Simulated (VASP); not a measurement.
Runs of VASP 6.6.1 on BN. The structure is that of space group P6_3mc (No. 186), or close to it. The cells are those of the table. 

| cell | gap on the mesh (eV) | pressure (GPa) | largest force (eV/Å) |
| --- | --- | --- | --- |
| a = 2.569, b = 2.569, c = 4.254 Å, angles 90.0, 90.0, 120.0°, 4 atoms | 5.22 | -19.5 | 0.02 |
| a = 2.502, b = 2.502, c = 4.142 Å, angles 90.0, 90.0, 120.0°, 4 atoms | 5.11 | 11.4 | 0.09 |
| a = 2.430, b = 2.430, c = 4.024 Å, angles 90.0, 90.0, 120.0°, 4 atoms | (a) | 56.4 | 0.18 |
| a = 2.634, b = 2.634, c = 4.361 Å, angles 90.0, 90.0, 120.0°, 4 atoms | (b) | -40.6 | 0.04 |
| a = 2.602, b = 2.602, c = 4.308 Å, angles 90.0, 90.0, 120.0°, 4 atoms | 5.26 | -31.0 | 0.02 |
| a = 2.536, b = 2.536, c = 4.199 Å, angles 90.0, 90.0, 120.0°, 4 atoms | 5.17 | -5.5 | 0.05 |
| a = 2.466, b = 2.466, c = 4.084 Å, angles 90.0, 90.0, 120.0°, 4 atoms | (c) | (d) | 0.13 |

Alike in all rows: task single point; level LDA; potentials or basis VASP PAW LDA potentials, release 64 (B, N); no spin polarisation; k mesh 10 × 10 × 5; cutoff (eV) 600; smearing gaussian 0.01 eV.

Task: Estimate the missing entries.

Result: (a) 4.95; (b) 5.29; (c) 5.04; (d) 31.7.

Caveats: an odd mesh through Γ misses points on the zone boundary, where band edges can lie; the cell stands under tension (at least some runs); the cell stands under pressure (at least some runs).
